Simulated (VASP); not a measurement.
Here is a VASP 6.6.1 calculation.

File INCAR:

```
  PREC = Accurate
  ENCUT = 520
  EDIFF = 1E-8
  ISMEAR = -1
  SIGMA = 0.05
  LREAL = F
  LASPH = T
  NELM = 60
  ALGO = Normal
  ISIF = 2
  LWAVE = F
  LCHARG = F
  GGA = PS
  LEFG = T
  NBANDS = 10
```

The input KPOINTS:

```
Automatic mesh
0
Gamma
  12 12 12
```

The input POSCAR:

```
Na
1.0
   -2.0539750000      2.1175000000      2.1175000000
    2.1175000000     -2.0539750000      2.1175000000
    2.1175000000      2.1175000000     -2.0539750000
Na
1
Direct
    0.0000000000      0.0000000000      0.0000000000
```

Potentials or basis: VASP PAW PBE potentials, release 64 (Na_pv).

Launch:

```bash
$ cat potpaw_PBE.64/Na_pv/POTCAR > POTCAR
$ mpirun -np 1 vasp_std > vasp.out
```

Q: Estimate the pressure.

A: -0.3 GPa.

Q: Estimate the band gap on the k mesh.

A: Zero (an odd number of electrons rules out a gap without spin polarisation).

Stress tensor (GPa, compression positive):
```
-0.32 -0.14 -0.14
-0.14 -0.32 -0.14
-0.14 -0.14 -0.32
```

Caveat: the cell differs from its parent crystal (equal xy, yz and zx shear strains of +3 %); without QUAD_EFG the Cq values of the log hold for a quadrupole moment of 1 mb, not for the nuclei; the PAW data sets were made with another functional, which shifts forces and pressure a little.
